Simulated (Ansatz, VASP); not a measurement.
**MnSb: VASP beside Ansatz**

The input POSCAR:

```
MnSb
1.0
    0.0000000000      2.7950160000      2.7950160000
    2.7950160000      0.0000000000      2.7950160000
    2.7950160000      2.7950160000      0.0000000000
Sb Mn
1 1
Direct
    0.5000000000      0.5000000000      0.5000000000
    0.0000000000      0.0000000000      0.0000000000
```

INCAR.step1

```
SYSTEM = MnSb
PREC     = Accurate       ! precision mode
ENCUT    = 520            ! plane-wave cutoff, eV
EDIFF    = 1E-5           ! SCF threshold, eV
ISMEAR   = -1             ! smearing method
SIGMA    = 0.05           ! smearing width, eV
LREAL    = .False.        ! projectors in reciprocal space
LASPH    = .True.         ! aspherical terms in the spheres
NELM     = 150            ! most SCF steps
ALGO     = Normal         ! electronic algorithm
ISIF     = 2              ! what is computed and relaxed
LWAVE    = .True.         ! write WAVECAR
LCHARG   = .False.        ! write CHGCAR
ISPIN    = 2              ! spin polarisation
MAGMOM   = 0 4            ! initial moments
LORBIT   = 11             ! projections on sites
LMAXMIX  = 4              ! l up to which the mixer works
NBANDS   = 20             ! bands
GGA      = PE             ! functional
```

Contents of INCAR.step2:

```
SYSTEM = MnSb
PREC     = Accurate       ! precision mode
ENCUT    = 520            ! plane-wave cutoff, eV
EDIFF    = 1E-6           ! SCF threshold, eV
ISMEAR   = -1             ! smearing method
SIGMA    = 0.05           ! smearing width, eV
LREAL    = .False.        ! projectors in reciprocal space
LASPH    = .True.         ! aspherical terms in the spheres
NELM     = 150            ! most SCF steps
ALGO     = Normal         ! electronic algorithm
ISIF     = 2              ! what is computed and relaxed
LWAVE    = .False.        ! write WAVECAR
LCHARG   = .False.        ! write CHGCAR
ISPIN    = 2              ! spin polarisation
MAGMOM   = 0 4            ! initial moments
LORBIT   = 11             ! projections on sites
LMAXMIX  = 4              ! l up to which the mixer works
GGA      = PE             ! functional
LHFCALC  = .True.         ! exact exchange
AEXX     = 0.15           ! exact-exchange fraction
HFSCREEN = 0.2            ! screening, 1/A
PRECFOCK = Normal       
NBANDS   = 20             ! bands
ISTART   = 1
```

Contents of KPOINTS:

```
regular mesh
0
Gamma
  4 4 4
  0 0 0
```

Contents of input.yaml:

```yaml
crystal:
  lattice:
    - [0.0, 2.795016, 2.795016]
    - [2.795016, 0.0, 2.795016]
    - [2.795016, 2.795016, 0.0]
  atoms:
    - { symbol: Sb, position: [0.5, 0.5, 0.5] }
    - { symbol: Mn, position: [0.0, 0.0, 0.0], spin: 4.0 }
hamiltonian:
  xc: { exchange: pbe, correlation: pbe, exx: { coeff: 0.15, omega: 0.2 } }
  pseudopotentials: { kind: paw }
magnetization:
  spin_polarized: true
kpoints:
  mp_grid: { grid: [4, 4, 4] }
scf:
  occupations: { method: fermi_dirac, width: 0.05 }
output:
  forces: true
  stress: true
  eigenvalues: true
  write_density: true
  write_potential: true
  elf: true
  volumetric_format: npy
```

Alike in both runs: task single point; functional PBE-based screened hybrid; k mesh 4 × 4 × 4; occupations fermi-dirac, width 0.05 eV; collinear spin.

```csv
,VASP,Ansatz
version,VASP 6.6.1,Ansatz 0.2.0
potentials or method,"VASP PAW PBE potentials, release 64 (Sb, Mn_pv)",Ansatz PAW
plane-wave cutoff (eV),520,420
valence electrons in the cell,18,30
```

|  | VASP | Ansatz | Ansatz less VASP |
| --- | --- | --- | --- |
| gap on the k mesh at the Fermi level (eV) | none | none | - |
| pressure (GPa) | 3.0 | 3.2 | +0.21 |
| net moment per atom (μB) | 2.01 | 2.01 | -0.001 |
| size of the moment on the site where the two differ most (μB) | 4.11 | 4.15 | +0.033 |

VASP's potentials were made for PBE, not for PBE-based screened hybrid. Site moments also hang on the region over which each program counts them. A gap of «none» marks a metal or a gap that the smearing closes. The functional is the same, so the differences come from potentials, cutoffs and numerics. VASP's potentials hold 18 valence electrons a cell and Ansatz's 30, so a difference there can come from the potentials and not from the codes.

The k mesh is coarse, so the values compare programs but aren't converged. Spin-orbit coupling is off throughout. Noted on Ansatz's run: the magnetic or orbital state may not be the lowest.
